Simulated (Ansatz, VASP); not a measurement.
One calculation of InAs, two programs

```
In As
1.0
     4.37439    0.00000    0.00000
     0.00000    6.18633    0.00000
     0.00000    0.00000   28.12318
In As
7 7
Direct
  0.50000 0.50000 0.26668
  0.00000 0.00000 0.34446
  0.50000 0.50000 0.42223
  0.00000 0.00000 0.50000
  0.50000 0.50000 0.57777
  0.00000 0.00000 0.65554
  0.50000 0.50000 0.73332
  0.00000 0.75000 0.26668
  0.50000 0.25000 0.34446
  0.00000 0.75000 0.42223
  0.50000 0.25000 0.50000
  0.00000 0.75000 0.57777
  0.50000 0.25000 0.65554
  0.00000 0.75000 0.73332
```

Alike in both runs: task single point; functional PBE; k mesh 8 × 6 × 1; occupations gaussian, width 0.1 eV; no spin polarisation.

|  | VASP | Ansatz |
| --- | --- | --- |
| version | VASP 6.6.1 | Ansatz 0.2.0 |
| potentials or method | VASP PAW PBE potentials, release 64 (In_d, As), cutoff 400 eV | scalar-relativistic, plane waves, PAW |
| valence electrons in the cell | 126 | 196 |

```csv
,VASP,Ansatz,Ansatz less VASP
gap on the k mesh at the Fermi level (eV),0.13,0.14,+0.014
least direct gap on the mesh (eV),0.22,0.23,+0.003
rms of the force components (eV/Å),0.407,0.408,+0.0006
```

VASP's potentials hold 126 valence electrons a cell and Ansatz's 196, so a difference there can come from the potentials and not from the codes.
